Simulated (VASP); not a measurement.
# Ga2O3 (Ga2O3 (R-3c)) in VASP: further runs

The runs below take Ga2O3 (Ga2O3 (R-3c)) through single point, with PBE.

Everything below comes from runs of VASP 6.6.1. Logs are shortened: lines on timing, memory, paths and dates and some standing lists are left out, and cuts for length are marked.

**1. The cell of the first run**

It takes space group R-3c (No. 167, trigonal). The conventional cell has a = 5.058 Å, b = 5.058 Å, c = 13.624 Å, α = 90.00°, β = 90.00°, γ = 120.00°. Ga (site symmetry 3) has 6 O at 1.95 to 2.10 Å within 2.6 Å. O (site symmetry 2) has 4 Ga at 1.95 to 2.10 Å within 2.6 Å. O (site symmetry 2) has 4 Ga at 1.95 to 2.10 Å within 2.6 Å.

**2. Single point, PBE**

The input, INCAR:

```
SYSTEM = Ga2O3
PREC = Accurate
ENCUT = 520
EDIFF = 1E-6
ISMEAR = -1
SIGMA = 0.01
LREAL = Auto
LASPH = .TRUE.
NELM = 60
ALGO = Normal
ISIF = 2
LWAVE = .FALSE.
LCHARG = .FALSE.
GGA = PE
NBANDS = 202
```

The input, KPOINTS:

```
Automatic mesh
0
Gamma
  1 1 1
  0.25 0.25 0.25
```

The input, POSCAR:

```
Ga2O3
1.0
    2.5289754451      1.4601046709      4.5413080054
   -5.0579508901      2.9202093417      9.0826160107
    0.0000000000     -5.8404185822      9.0826160433
Ga O
16 24
Direct
    0.8558413518      0.4279206759      0.4279206759
    0.6441586482      0.3220793241      0.3220793241
    0.1441586482      0.0720793241      0.0720793241
    0.3558413518      0.1779206759      0.1779206759
    0.8558413518      0.4279206759      0.9279206759
    0.6441586482      0.3220793241      0.8220793241
    0.1441586482      0.0720793241      0.5720793241
    0.3558413518      0.1779206759      0.6779206759
    0.8558413518      0.9279206759      0.4279206759
    0.6441586482      0.8220793241      0.3220793241
    0.1441586482      0.5720793241      0.0720793241
    0.3558413518      0.6779206759      0.1779206759
    0.8558413518      0.9279206759      0.9279206759
    0.6441586482      0.8220793241      0.8220793241
    0.1441586482      0.5720793241      0.5720793241
    0.3558413518      0.6779206759      0.6779206759
    0.7500000000      0.2234501549      0.0265498451
    0.4469003098      0.0265498451      0.3750000000
    0.0530996902      0.3750000000      0.2234501549
    0.2500000000      0.2765498451      0.4734501549
    0.9469003098      0.1250000000      0.2765498451
    0.5530996902      0.4734501549      0.1250000000
    0.7500000000      0.2234501549      0.5265498451
    0.4469003098      0.0265498451      0.8750000000
    0.0530996902      0.3750000000      0.7234501549
    0.2500000000      0.2765498451      0.9734501549
    0.9469003098      0.1250000000      0.7765498451
    0.5530996902      0.4734501549      0.6250000000
    0.7500000000      0.7234501549      0.0265498451
    0.4469003098      0.5265498451      0.3750000000
    0.0530996902      0.8750000000      0.2234501549
    0.2500000000      0.7765498451      0.4734501549
    0.9469003098      0.6250000000      0.2765498451
    0.5530996902      0.9734501549      0.1250000000
    0.7500000000      0.7234501549      0.5265498451
    0.4469003098      0.5265498451      0.8750000000
    0.0530996902      0.8750000000      0.7234501549
    0.2500000000      0.7765498451      0.9734501549
    0.9469003098      0.6250000000      0.7765498451
    0.5530996902      0.9734501549      0.6250000000
```

Potentials or basis: VASP PAW PBE potentials, release 64 (Ga_d, O).

Run with:

```bash
> cat potpaw_PBE.64/Ga_d/POTCAR potpaw_PBE.64/O/POTCAR > POTCAR
> mpirun -np 1 vasp_std > vasp.out
```

OUTCAR:

```text
SYSTEM = Ga2O3
   PREC = Accurate
   ENCUT = 520
   EDIFF = 1E-6
   ISMEAR = -1
   LREAL = Auto
   LASPH = .TRUE.
   NELM = 60
   ISIF = 2
   GGA = PE

 ion  position               nearest neighbor table
   1  0.856  0.428  0.428-  33 1.95  28 1.95  20 1.95  23 2.10  19 2.10  30 2.10   2 2.88
   2  0.644  0.322  0.322-  21 1.95  22 1.95  20 1.95  30 2.10  23 2.10  19 2.10   1 2.88
   3  0.144  0.072  0.072-  31 1.95  24 1.95  17 1.95  26 2.10  21 2.10  34 2.10   4 2.88
   4  0.356  0.178  0.178-  19 1.95  18 1.95  17 1.95  34 2.10  26 2.10  21 2.10   3 2.88
   5  0.856  0.428  0.928-  39 1.95  22 1.95  26 1.95  17 2.10  25 2.10  36 2.10   6 2.88
   6  0.644  0.322  0.822-  27 1.95  28 1.95  26 1.95  36 2.10  17 2.10  25 2.10   5 2.88
[... 8 lines left out ...]
  15  0.144  0.572  0.572-  25 1.95  30 1.95  35 1.95  32 2.10  39 2.10  28 2.10  16 2.88
  16  0.356  0.678  0.678-  37 1.95  36 1.95  35 1.95  28 2.10  32 2.10  39 2.10  15 2.88
  17  0.750  0.223  0.027-   3 1.95   4 1.95   5 2.10   6 2.10
  18  0.447  0.027  0.375-   4 1.95   7 1.95  10 2.10   9 2.10
  19  0.053  0.375  0.223-  11 1.95   4 1.95   1 2.10   2 2.10
  20  0.250  0.277  0.473-   1 1.95   2 1.95   7 2.10   8 2.10
  21  0.947  0.125  0.277-   9 1.95   2 1.95   3 2.10   4 2.10
  22  0.553  0.473  0.125-   2 1.95   5 1.95  12 2.10  11 2.10
[... 16 lines left out ...]
  39  0.947  0.625  0.777-   5 1.95  14 1.95  15 2.10  16 2.10
  40  0.553  0.973  0.625-  14 1.95   9 1.95   8 2.10   7 2.10

  LATTYP: Found a base centered monoclinic cell.
 ALAT       =    14.7964817519
 B/A-ratio  =     0.6836693986
 C/A-ratio  =     0.3648959281
 COS(beta)  =    -0.0893300005

  Lattice vectors:

 A1 = (   7.5869263352,  -1.4601046708,  -4.5413080053)
 A2 = (   2.5289754451,   7.3005232531,  -4.5413080379)
 A3 = (   2.5289754451,   1.4601046709,   4.5413080054)

Analysis of symmetry for initial positions (statically):
=====================================================================
 Subroutine PRICEL returns following result:

  LATTYP: Found a trigonal (rhomboedric) cell.
 ALAT       =     5.3991759418
 COS(alpha) =     0.5612023824

  Lattice vectors:

 A1 = (   2.5289754451,   1.4601046709,   4.5413080054)
 A2 = (  -2.5289754450,   1.4601046709,   4.5413080054)
 A3 = (   0.0000000000,  -2.9202092911,   4.5413080216)

   4 primitive cells build up your supercell.

 Routine SETGRP: Setting up the symmetry group for a
 base centered monoclinic supercell.

 Subroutine GETGRP returns: Found  4 space group operations
 (whereof  2 operations were pure point group operations)
 out of a pool of  4 trial point group operations.

The static configuration has the point symmetry S_2 .
 The point group associated with its full space group is C_2h.

Analysis of symmetry for dynamics (positions and initial velocities):
=====================================================================
 Subroutine PRICEL returns following result:

  LATTYP: Found a trigonal (rhomboedric) cell.
 ALAT       =     5.3991759418
 COS(alpha) =     0.5612023824

  Lattice vectors:

 A1 = (   2.5289754451,   1.4601046709,   4.5413080054)
 A2 = (  -2.5289754450,   1.4601046709,   4.5413080054)
 A3 = (   0.0000000000,  -2.9202092911,   4.5413080216)

   4 primitive cells build up your supercell.

 Routine SETGRP: Setting up the symmetry group for a
 base centered monoclinic supercell.

 Subroutine GETGRP returns: Found  4 space group operations
 (whereof  2 operations were pure point group operations)
 out of a pool of  4 trial point group operations.

The dynamic configuration has the point symmetry S_2 .
 The point group associated with its full space group is C_2h.

 Subroutine INISYM returns: Found  4 space group operations
 (whereof  2 operations are pure point group operations),
 and found     4 'primitive' translations

----------------------------------------------------------------------------------------

                                     Primitive cell

  volume of cell :     100.6146

  direct lattice vectors                    reciprocal lattice vectors
     2.528975445  1.460104671  4.541308005     0.197708523  0.114147069  0.073400291
    -2.528975445  1.460104671  4.541308005    -0.197708523  0.114147069  0.073400291
     0.000000000 -2.920209291  4.541308022     0.000000000 -0.228294138  0.073400293

  length of vectors
     5.399175942  5.399175942  5.399175942     0.239803704  0.239803704  0.239803704

  position of ions in fractional coordinates (direct lattice)
     0.855841352  0.855841352  0.855841352
     0.644158648  0.644158648  0.644158648
     0.144158648  0.144158648  0.144158648
     0.355841352  0.355841352  0.355841352
     0.750000000  0.446900310  0.053099690
     0.446900310  0.053099690  0.750000000
     0.053099690  0.750000000  0.446900310
     0.250000000  0.553099690  0.946900310
     0.946900310  0.250000000  0.553099690
     0.553099690  0.946900310  0.250000000

[... 49 lines left out ...]
   NGXF,Y,Z  is equivalent  to a cutoff of  24.63, 24.63, 24.63 a.u.
 SYSTEM =  Ga2O3
   PREC   = accura    normal or accurate (medium, high low for compatibility)
   ISTART =      0    job   : 0-new  1-cont  2-samecut
   ICHARG =      2    charge: 1-file 2-atom 10-const
   ISPIN  =      1    spin polarized calculation?
   LNONCOLLINEAR =      F non collinear calculations
   LSORBIT =      F    spin-orbit coupling
   LASPH  =      T    aspherical Exc in radial PAW
   ENCUT  =  520.0 eV  38.22 Ry    6.18 a.u.  10.04 20.08 20.08*2*pi/ulx,y,z
   NELM   =     60;   NELMIN=  2; NELMDL= -5     # of ELM steps
   EDIFF  = 0.1E-05   stopping-criterion for ELM
   LREAL  =      T    real-space projection
   EDIFFG = 0.1E-04   stopping-criterion for IOM
   NSW    =      0    number of steps for IOM
   IBRION =     -1    ionic relax: 0-MD 1-quasi-New 2-CG
   NFREE  =      0    steps in history (QN), initial steepest desc. (CG)
   ISIF   =      2    stress and relaxation
   ISYM   =      2    0-nonsym 1-usesym 2-fastsym
   POTIM  = 0.5000    time-step for ionic-motion
   TEBEG  =    0.0;   TEEND  =   0.0 temperature during run
   PSTRESS=    0.0 pullay stress
   NELECT =     352.0000    total number of electrons
   NUPDOWN=      -1.0000    fix difference up-down
   EMIN   =  10.00;   EMAX   =-10.00  energy-range for DOS
   EFERMI =   0.00;   METHOD = LEGACY
   ISMEAR =    -1;   SIGMA  =   0.01  broadening in eV -4-tet -1-fermi 0-gaus
   EFERMI_NEDOS =   21; number of points for ismear=-14 and -15
   IALGO  =     38    algorithm
   IMIX   =      4    mixing-type and parameters
     AMIX     =   0.40;   BMIX     =  1.00
     AMIX_MAG =   1.60;   BMIX_MAG =  1.00
  volume/ion in A,a.u.               =      10.06        67.90
  Fermi-wavevector in a.u.,A,eV,Ry     =   1.565605  2.958564 33.349487  2.451118
  Thomas-Fermi vector in A             =   2.668056
   LORBIT       =      0    0 simple, 1 ext, 2 COOP (PROOUT), +10 PAW based schemes
   GGA     = PE    functional components
   LHFCALC =     F    Hartree Fock is set to
   AEXX    =    0.0000 exact exchange contribution
   IVDW    =     0    specifies the selected vdW correction
   LEPSILON=     F    determine dielectric tensor
   LRPA    =     F    only Hartree local field effects (RPA)
 non-spin polarized calculation
  energy-cutoff  :      520.00
  volume of cell :      402.46
 maximum number of plane-waves:     10836
 NGX is ok and might be reduce to    40
   NGX = 21   NGY = 41   NGZ = 41

 number of electron     352.0000014 magnetization

 Free energy of the ion-electron system (eV)
  ---------------------------------------------------
  ext. energy  EPLUGINS =         0.00000000
  ---------------------------------------------------
  free energy    TOTEN  =      -237.40855802 eV

  energy without entropy =     -237.40855802  energy(sigma->0) =     -237.40855802

 E-fermi :   4.3341     XC(G=0): -11.9603

 val. band max:        4.0147255877   @ k =   0.2500   0.2500   0.2500
 cond. band min:       7.5945795435   @ k =   0.2500   0.2500   0.2500
 fundamental gap:      3.5798539557
 Fermi energy:         4.3341277697

 k-point     1 :       0.2500    0.2500    0.2500
  band No.  band energies     occupation
      1     -14.4147      2.00000
      2     -13.6059      2.00000
      3     -13.6059      2.00000
      4     -13.6007      2.00000
      5     -13.5616      2.00000
      6     -13.5616      2.00000
[... 180 lines left out ...]
    187      10.7799      0.00000
    188      10.8554      0.00000
 [bands above 188 left out]

------------------------ aborting loop because EDIFF is reached ----------------------------------------

  FORCE on cell =-STRESS in cart. coord.  units (eV):
  Direction    XX          YY          ZZ          XY          YZ          ZX
  --------------------------------------------------------------------------------------
  -------------------------------------------------------------------------------------
  Total        2.4506658      2.7277691      1.8744734     -0.2399786     -0.2070511     -0.3586233
  in kB        9.7560467     10.8591891      7.4622375     -0.9553494     -0.8242660     -1.4276716
  external PRESSURE =       9.3591577 kB  Pullay stress =       0.0000000 kB

 VOLUME and BASIS-vectors are now :
 -----------------------------------------------------------------------------
  energy-cutoff  :      520.00
  volume of cell :      402.46
      direct lattice vectors                 reciprocal lattice vectors
     2.528975445  1.460104671  4.541308005     0.197708523  0.114147069  0.073400291
    -5.057950890  2.920209342  9.082616011    -0.098854262  0.057073535  0.036700146
     0.000000000 -5.840418582  9.082616043     0.000000000 -0.114147069  0.036700146

 POSITION                                       TOTAL-FORCE (eV/Angst)
 -----------------------------------------------------------------------------------
      0.00000      0.00000     11.65992        -0.000953      0.001668      0.008319
      0.00000      0.00000      8.77597        -0.000968      0.001660     -0.008319
      0.00000      0.00000      1.96401         0.000953     -0.001668     -0.008319
      0.00000      0.00000      4.84796         0.000968     -0.001660      0.008319
      0.00000     -2.92021     16.20123        -0.000953      0.001668      0.008319
      0.00000     -2.92021     13.31728        -0.000968      0.001660     -0.008319
[... 32 lines left out ...]
     -0.76653     -1.32767     17.02991        -0.004155      0.000053     -0.003143
     -3.52489      0.00000     17.02991         0.002032      0.003624      0.003143
 -----------------------------------------------------------------------------------
    total drift:                                0.000000      0.000000      0.000000

  FREE ENERGIE OF THE ION-ELECTRON SYSTEM (eV)
  ---------------------------------------------------
  free  energy   TOTEN  =      -237.4085580239 eV

  energy  without entropy=     -237.4085580239  energy(sigma->0) =     -237.40855802
```

It took 6.9 min on 1 thread of AMD EPYC 7R13, shared host; peak memory 0.53 GiB.

What came out:

| Quantity | Value |
| --- | --- |
| Free energy | -237.4086 eV |
| Pressure | 0.9 GPa |
| Largest force | 0.016 eV/Å |
| Band gap on the k mesh | 3.58 eV |

Forces on the atoms (eV/Å):
```
Ga  -0.001  0.002  0.008
Ga  -0.001  0.002 -0.008
Ga   0.001 -0.002 -0.008
Ga   0.001 -0.002  0.008
Ga  -0.001  0.002  0.008
Ga  -0.001  0.002 -0.008
Ga   0.001 -0.002 -0.008
Ga   0.001 -0.002  0.008
Ga  -0.001  0.002  0.008
Ga  -0.001  0.002 -0.008
Ga   0.001 -0.002 -0.008
Ga   0.001 -0.002  0.008
Ga  -0.001  0.002  0.008
Ga  -0.001  0.002 -0.008
Ga   0.001 -0.002 -0.008
Ga   0.001 -0.002  0.008
O   -0.008  0.014  0.000
O   -0.002 -0.004 -0.003
O    0.004  0.000  0.003
O    0.008 -0.014  0.000
O   -0.004  0.000 -0.003
O    0.002  0.004  0.003
O   -0.008  0.014  0.000
O   -0.002 -0.004 -0.003
O    0.004  0.000  0.003
O    0.008 -0.014  0.000
O   -0.004  0.000 -0.003
O    0.002  0.004  0.003
O   -0.008  0.014  0.000
O   -0.002 -0.004 -0.003
O    0.004  0.000  0.003
O    0.008 -0.014  0.000
O   -0.004  0.000 -0.003
O    0.002  0.004  0.003
O   -0.008  0.014  0.000
O   -0.002 -0.004 -0.003
O    0.004  0.000  0.003
O    0.008 -0.014  0.000
O   -0.004  0.000 -0.003
O    0.002  0.004  0.003
```

Caveat: the k points lie up to 1.51 Å⁻¹ apart. A k mesh can miss the band edges.

(Continued in part 2 of 2.)
